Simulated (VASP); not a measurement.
Input of a VASP 6.6.1 run:

File INCAR:

```
SYSTEM = Re
ALGO = Normal
EDIFF = 1E-6
EDIFFG = -0.01
ENCUT = 600
GGA = PE
IBRION = 2
ISIF = 3
ISMEAR = -1
LASPH = .TRUE.
LCHARG = .FALSE.
LREAL = .FALSE.
LWAVE = .FALSE.
NELM = 80
NSW = 80
PREC = Accurate
PSTRESS = 50.0
SIGMA = 0.05
```

KPOINTS

```
k-points
0
G
  11 11 6
  0 0 0
```

File POSCAR:

```
Re
1.0
    2.7608000000      0.0000000000      0.0000000000
   -1.3804000000      2.3909229348      0.0000000000
    0.0000000000      0.0000000000      4.4582000000
Re
2
Direct
    0.6666666667      0.3333333333      0.7500000000
    0.3333333333      0.6666666667      0.2500000000
```

Potentials or basis: VASP PAW PBE potentials, release 64 (Re).

Run with:

```sh
$ cat potpaw_PBE.64/Re/POTCAR > POTCAR
$ mpirun -np 1 vasp_std > vasp.out
```

(1) Predict the band gap on the k mesh.

(2) What does it give for the relaxed cell?

(3) Predict the space group after relaxing (to 0.1 Å).

Results:

(1) zero (bands 7 and 8 overlap by 3.05 eV).

(2) a = 2.762 Å, b = 2.762 Å, c = 4.461 Å, α = 90.00°, β = 90.00°, γ = 120.00°.

(3) P6_3/mmc (No. 194).

Caveat: the cell is relaxed towards a set pressure, so the run minimises the enthalpy, not the energy; spin-orbit coupling is left out, which moves the levels of the heavy elements.
